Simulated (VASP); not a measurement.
# LiH (P6_3/mmc) in VASP: settings compared

Aim: see how the results for LiH move with the level of theory and the settings. Levels: PBE, HSE06. Tasks: single point.

Program: VASP 6.6.1. These are calculated values, not measurements. Logs are shortened: lines on timing, memory, paths and dates and some standing lists are left out, and cuts for length are marked.

## (1) The cell of the first run

The structure is hexagonal, space group P6_3/mmc (No. 194). The conventional cell has a = 3.255 Å, b = 3.255 Å, c = 4.292 Å, α = 90.00°, β = 90.00°, γ = 120.00°. Within 2.5 Å of Li (site symmetry -6m2) lie 5 H at 1.88 to 2.15 Å. Within 2.5 Å of H (site symmetry -6m2) lie 5 Li at 1.88 to 2.15 Å.

## (2) Single point, PBE (uniaxial z strain +5.5%)

Input file INCAR:

```
SYSTEM = LiH
PREC = Accurate ; ENCUT = 520
EDIFF = 1E-6 ; ISMEAR = -1
SIGMA = 0.02 ; LREAL = .FALSE.
LASPH = .TRUE. ; NELM = 80
ALGO = Normal ; ISIF = 2
LWAVE = .FALSE. ; LCHARG = .FALSE.
GGA = PE ; NBANDS = 12
```

Input file KPOINTS:

```
Automatic mesh
0
G
  12 12 6
  0 0 0
```

Input file POSCAR:

```
LiH
1.0
    3.2548234149      0.0000000000      0.0000000000
   -1.6274117074      2.8187597621      0.0000000000
    0.0000000000      0.0000000000      4.2920531951
Li H
2 2
Direct
    0.3333333333      0.6666666667      0.2500000000
    0.6666666667      0.3333333333      0.7500000000
    0.6666666667      0.3333333333      0.2500000000
    0.3333333333      0.6666666667      0.7500000000
```

Potentials or basis: VASP PAW PBE potentials, release 64 (Li_sv, H).

Command:

```bash
$ cat potpaw_PBE.64/Li_sv/POTCAR potpaw_PBE.64/H/POTCAR > POTCAR
$ mpirun -np 1 vasp_std > vasp.out
```

OUTCAR:

```text
SYSTEM = LiH
   PREC = Accurate
   ENCUT = 520
   EDIFF = 1E-6
   ISMEAR = -1
   LREAL = .FALSE.
   LASPH = .TRUE.
   NELM = 80
   ISIF = 2
   GGA = PE

 ion  position               nearest neighbor table
   1  0.333  0.667  0.250-
   2  0.667  0.333  0.750-
   3  0.667  0.333  0.250-
   4  0.333  0.667  0.750-

  LATTYP: Found a hexagonal cell.
 ALAT       =     3.2548234149
 C/A-ratio  =     1.3186746708

  Lattice vectors:

 A1 = (   3.2548234149,   0.0000000000,   0.0000000000)
 A2 = (  -1.6274117074,   2.8187597621,   0.0000000000)
 A3 = (   0.0000000000,   0.0000000000,   4.2920531951)

Analysis of symmetry for initial positions (statically):
=====================================================================
 Subroutine PRICEL returns:
 Original cell was already a primitive cell.

 Routine SETGRP: Setting up the symmetry group for a
 hexagonal supercell.

 Subroutine GETGRP returns: Found 24 space group operations
 (whereof 12 operations were pure point group operations)
 out of a pool of 24 trial point group operations.

The static configuration has the point symmetry D_3d.
 The point group associated with its full space group is D_6h.

Analysis of symmetry for dynamics (positions and initial velocities):
=====================================================================
 Subroutine PRICEL returns:
 Original cell was already a primitive cell.

 Routine SETGRP: Setting up the symmetry group for a
 hexagonal supercell.

 Subroutine GETGRP returns: Found 24 space group operations
 (whereof 12 operations were pure point group operations)
 out of a pool of 24 trial point group operations.

The dynamic configuration has the point symmetry D_3d.
 The point group associated with its full space group is D_6h.

 Subroutine INISYM returns: Found 24 space group operations
 (whereof 12 operations are pure point group operations),
 and found     1 'primitive' translations

----------------------------------------------------------------------------------------

                                     Primitive cell

  volume of cell :      39.3777

  direct lattice vectors                    reciprocal lattice vectors
     3.254823415  0.000000000  0.000000000     0.307236330  0.177382978  0.000000000
    -1.627411707  2.818759762  0.000000000     0.000000000  0.354765955  0.000000000
     0.000000000  0.000000000  4.292053195     0.000000000  0.000000000  0.232988725

  length of vectors
     3.254823415  3.254823415  4.292053195     0.354765955  0.354765955  0.232988725

  position of ions in fractional coordinates (direct lattice)
     0.333333333  0.666666667  0.250000000
     0.666666667  0.333333333  0.750000000
     0.666666667  0.333333333  0.250000000
     0.333333333  0.666666667  0.750000000

  ion indices of the primitive-cell ions
   primitive index   ion index
                 1           1
                 2           2
                 3           3
                 4           4

----------------------------------------------------------------------------------------

 KPOINTS: Automatic mesh

Automatic generation of k-mesh.
 Grid dimensions read from file:
 generate k-points for:   12   12    6

 Generating k-lattice:

  Cartesian coordinates                     Fractional coordinates (reciprocal lattice)
     0.025603027  0.014781915  0.000000000     0.083333333  0.000000000  0.000000000
     0.000000000  0.029563830  0.000000000     0.000000000  0.083333333  0.000000000
     0.000000000  0.000000000  0.038831454     0.000000000  0.000000000  0.166666667

  Length of vectors
     0.029563830  0.029563830  0.038831454

  Shift w.r.t. Gamma in fractional coordinates (k-lattice)
     0.000000000  0.000000000  0.000000000

 Subroutine IBZKPT returns following result:
 ===========================================

 Found     76 irreducible k-points:

 Following reciprocal coordinates:
            Coordinates               Weight
  0.000000  0.000000  0.000000      1.000000
  0.083333  0.000000  0.000000      6.000000
  0.166667  0.000000  0.000000      6.000000
  0.250000  0.000000  0.000000      6.000000
  0.333333  0.000000  0.000000      6.000000
  0.416667  0.000000  0.000000      6.000000
[... 16 lines left out ...]
  0.250000  0.000000  0.166667     12.000000
  0.333333  0.000000  0.166667     12.000000
 [... further k-points ...]
   k-points           NKPTS =     76   k-points in BZ     NKDIM =     76   number of bands    NBANDS=     12
   number of dos      NEDOS =    301   number of ions     NIONS =      4
   total plane-waves  NPLWV =  18432
   dimension x,y,z NGX =    24 NGY =   24 NGZ =   32
   dimension x,y,z NGXF=    48 NGYF=   48 NGZF=   64
   ions per type =               2   2
   NGX,Y,Z   is equivalent  to a cutoff of  12.26, 12.26, 12.39 a.u.
   NGXF,Y,Z  is equivalent  to a cutoff of  24.52, 24.52, 24.79 a.u.
 SYSTEM =  LiH
   PREC   = accura    normal or accurate (medium, high low for compatibility)
   ISTART =      0    job   : 0-new  1-cont  2-samecut
   ICHARG =      2    charge: 1-file 2-atom 10-const
   ISPIN  =      1    spin polarized calculation?
   LNONCOLLINEAR =      F non collinear calculations
   LSORBIT =      F    spin-orbit coupling
   LASPH  =      T    aspherical Exc in radial PAW
   ENCUT  =  520.0 eV  38.22 Ry    6.18 a.u.   6.05  6.05  7.98*2*pi/ulx,y,z
   NELM   =     80;   NELMIN=  2; NELMDL= -5     # of ELM steps
   EDIFF  = 0.1E-05   stopping-criterion for ELM
   LREAL  =      F    real-space projection
   EDIFFG = 0.1E-04   stopping-criterion for IOM
   NSW    =      0    number of steps for IOM
   IBRION =     -1    ionic relax: 0-MD 1-quasi-New 2-CG
   NFREE  =      0    steps in history (QN), initial steepest desc. (CG)
   ISIF   =      2    stress and relaxation
   ISYM   =      2    0-nonsym 1-usesym 2-fastsym
   POTIM  = 0.5000    time-step for ionic-motion
   TEBEG  =    0.0;   TEEND  =   0.0 temperature during run
   PSTRESS=    0.0 pullay stress
   NELECT =       8.0000    total number of electrons
   NUPDOWN=      -1.0000    fix difference up-down
   EMIN   =  10.00;   EMAX   =-10.00  energy-range for DOS
   EFERMI =   0.00;   METHOD = LEGACY
   ISMEAR =    -1;   SIGMA  =   0.02  broadening in eV -4-tet -1-fermi 0-gaus
   EFERMI_NEDOS =   21; number of points for ismear=-14 and -15
   IALGO  =     38    algorithm
   IMIX   =      4    mixing-type and parameters
     AMIX     =   0.40;   BMIX     =  1.00
     AMIX_MAG =   1.60;   BMIX_MAG =  1.00
  volume/ion in A,a.u.               =       9.84        66.43
  Fermi-wavevector in a.u.,A,eV,Ry     =   0.962398  1.818668 12.601846  0.926210
  Thomas-Fermi vector in A             =   2.091853
   LORBIT       =      0    0 simple, 1 ext, 2 COOP (PROOUT), +10 PAW based schemes
   GGA     = PE    functional components
   LHFCALC =     F    Hartree Fock is set to
   AEXX    =    0.0000 exact exchange contribution
   IVDW    =     0    specifies the selected vdW correction
   LEPSILON=     F    determine dielectric tensor
   LRPA    =     F    only Hartree local field effects (RPA)
 non-spin polarized calculation
  energy-cutoff  :      520.00
  volume of cell :       39.38
 maximum number of plane-waves:      1080
   NGX = 13   NGY = 13   NGZ = 15

 number of electron       8.0000001 magnetization

 Free energy of the ion-electron system (eV)
  ---------------------------------------------------
  ext. energy  EPLUGINS =         0.00000000
  ---------------------------------------------------
  free energy    TOTEN  =       -12.14435162 eV

  energy without entropy =      -12.14435162  energy(sigma->0) =      -12.14435162

 E-fermi :  -0.2250     XC(G=0):  -7.7266

 val. band max:       -0.6472653364   @ k =   0.0000   0.0000   0.0000
 cond. band min:       1.6706514521   @ k =   0.3333   0.3333   0.0000
 fundamental gap:      2.3179167885
 Fermi energy:        -0.2249689415

 k-point     1 :       0.0000    0.0000    0.0000
  band No.  band energies     occupation
      1     -45.0576      2.00000
      2     -45.0161      2.00000
      3      -5.4153      2.00000
      4      -0.6473      2.00000
      5       2.2934      0.00000
      6      10.6034      0.00000
      7      10.6034      0.00000
      8      10.8932      0.00000
      9      13.1945      0.00000
     10      13.1945      0.00000
     11      14.2489      0.00000
     12      17.0156      0.00000

 k-point     2 :       0.0833    0.0000    0.0000
  band No.  band energies     occupation
      1     -45.0565      2.00000
      2     -45.0162      2.00000
      3      -5.3330      2.00000
      4      -0.6724      2.00000
      5       2.4194      0.00000
      6       9.4940      0.00000
      7      10.0414      0.00000
      8      10.7376      0.00000
      9      13.8719      0.00000
     10      13.9411      0.00000
     11      14.1342      0.00000
     12      16.3329      0.00000

 k-point     3 :       0.1667    0.0000    0.0000
  band No.  band energies     occupation
      1     -45.0535      2.00000
      2     -45.0168      2.00000
      3      -5.0881      2.00000
      4      -0.7613      2.00000
      5       2.7963      0.00000
      6       7.6654      0.00000
      7       9.1132      0.00000
      8      10.5435      0.00000
      9      13.7001      0.00000
     10      14.3495      0.00000
     11      14.5470      0.00000
     12      14.6147      0.00000
[... 286 lines left out ...]
 k-point    23 :       0.2500    0.0000    0.1667
  band No.  band energies     occupation
      1     -45.0468      2.00000
      2     -45.0199      2.00000
      3      -4.5492      2.00000
      4      -1.5118      2.00000
      5       4.0960      0.00000
      6       6.3714      0.00000
      7       8.5148      0.00000
      8       9.4224      0.00000
      9      12.5584      0.00000
     10      13.3147      0.00000
     11      13.4533      0.00000
     12      14.7395      0.00000

 k-point    24 :       0.3333    0.0000    0.1667
  band No.  band energies     occupation
      1     -45.0419      2.00000
      2     -45.0212      2.00000
      3      -4.0225      2.00000
      4      -1.6512      2.00000
      5       4.1260      0.00000
      6       5.7003      0.00000
      7       7.9107      0.00000
      8       8.2995      0.00000
      9      11.7059      0.00000
     10      12.7799      0.00000
     11      13.4432      0.00000
     12      14.4091      0.00000

 [... further k-points ...]
[... 5 lines left out ...]
  --------------------------------------------------------------------------------------
  -------------------------------------------------------------------------------------
  Total       -0.2028253     -0.2028253     -0.6960620     -0.0000000      0.0000000      0.0000000
  in kB       -8.2524345     -8.2524345    -28.3209571     -0.0000000      0.0000000      0.0000000
  external PRESSURE =     -14.9419420 kB  Pullay stress =       0.0000000 kB

 VOLUME and BASIS-vectors are now :
 -----------------------------------------------------------------------------
  energy-cutoff  :      520.00
  volume of cell :       39.38
      direct lattice vectors                 reciprocal lattice vectors
     3.254823415  0.000000000  0.000000000     0.307236330  0.177382978  0.000000000
    -1.627411707  2.818759762  0.000000000     0.000000000  0.354765955  0.000000000
     0.000000000  0.000000000  4.292053195     0.000000000  0.000000000  0.232988725

 POSITION                                       TOTAL-FORCE (eV/Angst)
 -----------------------------------------------------------------------------------
     -0.00000      1.87917      1.07301         0.000000      0.000000      0.000000
      1.62741      0.93959      3.21904         0.000000     -0.000000      0.000000
      1.62741      0.93959      1.07301        -0.000000     -0.000000      0.000000
     -0.00000      1.87917      3.21904        -0.000000      0.000000      0.000000
 -----------------------------------------------------------------------------------
    total drift:                               -0.000000      0.000000     -0.000000

  FREE ENERGIE OF THE ION-ELECTRON SYSTEM (eV)
  ---------------------------------------------------
  free  energy   TOTEN  =       -12.1443516158 eV

  energy  without entropy=      -12.1443516158  energy(sigma->0) =      -12.14435162
```

Wall time 15 s (1 thread of Intel Xeon Platinum 8488C (Sapphire Rapids), shared host); peak memory 0.16 GiB.

Results:

| Property | Result |
| --- | --- |
| Free energy | -12.1444 eV |
| Band gap on the k mesh | 2.32 eV, indirect (least direct gap 2.94 eV) |

Levels at points of the mesh, in eV from the valence-band top:
```tsv
k point	band 1	band 2	band 3	band 4	band 5	band 6	band 7	band 8
(0.00, 0.00, 0.00)	-44.41	-44.37	-4.77	0.00	2.94	11.25	11.25	11.54
(0.50, 0.00, 0.00)	-44.39	-44.38	-2.37	-1.67	4.73	6.71	7.85	8.48
(0.00, 0.00, 0.50)	-44.39	-44.39	-3.37	-3.37	9.09	9.09	13.02	13.02
(0.50, 0.00, 0.50)	-44.38	-44.38	-2.01	-2.01	4.49	4.49	9.79	9.79
```

Caveat: the cell differs from its parent crystal (uniaxial z strain +5.5%); the cutoff is under 1.25 times the usual one of these potentials, so pressure, stress and relaxed cells hold a basis-set (Pulay) error. A k mesh can miss the band edges.

## (3) Single point, HSE06 (strain -0.8%)

Input file POSCAR:

```
LiH
1.0
    3.2294357923      0.0000000000      0.0000000000
   -1.6147178961      2.7967734360      0.0000000000
    0.0000000000      0.0000000000      4.0373295223
Li H
2 2
Direct
    0.3333333333      0.6666666667      0.2500000000
    0.6666666667      0.3333333333      0.7500000000
    0.6666666667      0.3333333333      0.2500000000
    0.3333333333      0.6666666667      0.7500000000
```

Input file INCAR.step1:

```
  PREC = Accurate
  ENCUT = 520
  EDIFF = 1E-5
  ISMEAR = 0
  SIGMA = 0.01
  LREAL = False
  LASPH = True
  NELM = 80
  ALGO = Normal
  ISIF = 2
  LWAVE = True
  LCHARG = False
  NBANDS = 12
  GGA = PE
```

Input file INCAR.step2:

```
  PREC = Accurate
  ENCUT = 520
  EDIFF = 1E-7
  ISMEAR = 0
  SIGMA = 0.01
  LREAL = False
  LASPH = True
  NELM = 80
  ALGO = Normal
  ISIF = 2
  LWAVE = False
  LCHARG = False
  GGA = PE
  LHFCALC = True
  HFSCREEN = 0.2079
  PRECFOCK = Normal
  NBANDS = 12
  ISTART = 1
```

Input file KPOINTS:

```
regular mesh
0
Gamma
  6 6 4
```

Potentials or basis: VASP PAW PBE potentials, release 64 (Li_sv, H).

Command:

```bash
$ cat potpaw_PBE.64/Li_sv/POTCAR potpaw_PBE.64/H/POTCAR > POTCAR
$ cp INCAR.step1 INCAR
$ mpirun -np 1 vasp_std > vasp.out
$ cp INCAR.step2 INCAR
$ mpirun -np 1 vasp_std > vasp.out
```

Wall time 7.8 min (1 thread of Intel Xeon Platinum 8488C (Sapphire Rapids), shared host); peak memory 0.24 GiB.

It converged, with:

* Free energy: -13.4685 eV
* Band gap on the k mesh: 2.69 eV, indirect (least direct gap 4.04 eV)

Levels at points of the mesh, in eV from the valence-band top:
```tsv
k point	band 1	band 2	band 3	band 4	band 5	band 6	band 7	band 8
(0.00, 0.00, 0.00)	-47.62	-47.55	-5.92	0.00	4.04	12.17	12.17	12.92
(0.50, 0.00, 0.00)	-47.58	-47.56	-3.15	-2.22	5.49	8.02	8.59	9.91
(0.00, 0.00, 0.50)	-47.58	-47.58	-4.18	-4.18	11.05	11.05	14.29	14.29
(0.50, 0.00, 0.50)	-47.57	-47.57	-2.70	-2.70	5.31	5.31	10.88	10.88
```

Caveat: the cell differs from its parent crystal (strain -0.8%); the cutoff is under 1.25 times the usual one of these potentials, so pressure, stress and relaxed cells hold a basis-set (Pulay) error; the PAW data sets were made with another functional, which shifts forces and pressure a little. A k mesh can miss the band edges.

## (4) Single point, HSE06 (uniaxial z strain +5.5%)

Input file POSCAR:

```
LiH
1.0
    3.2548234149      0.0000000000      0.0000000000
   -1.6274117074      2.8187597621      0.0000000000
    0.0000000000      0.0000000000      4.2920531951
Li H
2 2
Direct
    0.3333333333      0.6666666667      0.2500000000
    0.6666666667      0.3333333333      0.7500000000
    0.6666666667      0.3333333333      0.2500000000
    0.3333333333      0.6666666667      0.7500000000
```

Input file INCAR.step1:

```
ALGO     = Normal         # electronic algorithm
EDIFF    = 1E-5           # SCF threshold, eV
ENCUT    = 520            # plane-wave cutoff, eV
GGA      = PE             # functional
ISIF     = 2              # what is computed and relaxed
ISMEAR   = 0              # smearing method
LASPH    = True           # aspherical terms in the spheres
LCHARG   = False          # write CHGCAR
LREAL    = False          # projectors in reciprocal space
LWAVE    = True           # write WAVECAR
NBANDS   = 12             # bands
NELM     = 100            # most SCF steps
PREC     = Accurate       # precision mode
SIGMA    = 0.01           # smearing width, eV
```

Input file INCAR.step2:

```
ALGO     = Normal         # electronic algorithm
EDIFF    = 1E-6           # SCF threshold, eV
ENCUT    = 520            # plane-wave cutoff, eV
GGA      = PE             # functional
HFSCREEN = 0.2079         # screening, 1/A
ISIF     = 2              # what is computed and relaxed
ISMEAR   = 0              # smearing method
ISTART   = 1            
LASPH    = True           # aspherical terms in the spheres
LCHARG   = False          # write CHGCAR
LHFCALC  = True           # exact exchange
LREAL    = False          # projectors in reciprocal space
LWAVE    = False          # write WAVECAR
NBANDS   = 12             # bands
NELM     = 100            # most SCF steps
PREC     = Accurate       # precision mode
PRECFOCK = Normal       
SIGMA    = 0.01           # smearing width, eV
```

Input file KPOINTS:

```
k-points
0
Gamma
  6 6 4
```

Command:

```bash
$ cat potpaw_PBE.64/Li_sv/POTCAR potpaw_PBE.64/H/POTCAR > POTCAR
$ cp INCAR.step1 INCAR
$ mpirun -np 1 vasp_std > vasp.out
$ cp INCAR.step2 INCAR
$ mpirun -np 1 vasp_std > vasp.out
```

It took 5.6 min on 1 thread of Intel Xeon Platinum 8488C (Sapphire Rapids), shared host; peak memory 0.26 GiB.

The run converged. Its results:

```yaml
Free_energy: -13.4467 eV
Band_gap_on_the_k_mesh: 3.25 eV, indirect (least direct gap 3.92 eV)
```

Levels at points of the mesh, in eV from the valence-band top:
| k point | band 1 | band 2 | band 3 | band 4 | band 5 | band 6 | band 7 | band 8 | band 9 |
| --- | --- | --- | --- | --- | --- | --- | --- | --- | --- |
| (0.00, 0.00, 0.00) | -47.40 | -47.35 | -5.31 | 0.00 | 3.92 | 12.63 | 12.63 | 12.95 | 15.19 |
| (0.50, 0.00, 0.00) | -47.37 | -47.36 | -2.62 | -1.74 | 5.73 | 7.90 | 9.09 | 9.67 | 10.24 |
| (0.00, 0.00, 0.50) | -47.37 | -47.37 | -3.70 | -3.70 | 10.42 | 10.42 | 14.46 | 14.46 | 14.46 |
| (0.50, 0.00, 0.50) | -47.37 | -47.37 | -2.19 | -2.19 | 5.49 | 5.49 | 11.10 | 11.10 | 12.61 |

Caveat: the cell differs from its parent crystal (uniaxial z strain +5.5%); the cutoff is under 1.25 times the usual one of these potentials, so pressure, stress and relaxed cells hold a basis-set (Pulay) error; the PAW data sets were made with another functional, which shifts forces and pressure a little.

## (5) Summary

```csv
level,cell,k mesh,smearing,grid for exact exchange (PRECFOCK),screening parameter,gap on the mesh (eV)
PBE,"a = 3.255, b = 3.255, c = 4.292 Å, angles 90.0, 90.0, 120.0°, 4 atoms",12 × 12 × 6,fermi-dirac 0.02 eV,-,-,2.32
HSE06,"a = 3.229, b = 3.229, c = 4.037 Å, angles 90.0, 90.0, 120.0°, 4 atoms",6 × 6 × 4,gaussian 0.01 eV,Normal,0.2079 1/Å,2.69
HSE06,"a = 3.255, b = 3.255, c = 4.292 Å, angles 90.0, 90.0, 120.0°, 4 atoms",6 × 6 × 4,gaussian 0.01 eV,Normal,0.2079 1/Å,3.25
```

Alike in all rows: task single point; potentials or basis VASP PAW PBE potentials, release 64 (Li_sv, H); no spin polarisation; cutoff (eV) 520.

Caveats: the cutoff is under 1.25 times the usual one of these potentials, so pressure, stress and relaxed cells hold a basis-set (Pulay) error; the PAW data sets were made with another functional, which shifts forces and pressure a little (some runs).

Total energies depend on the potentials used, so only differences within one code and one set of settings carry meaning.
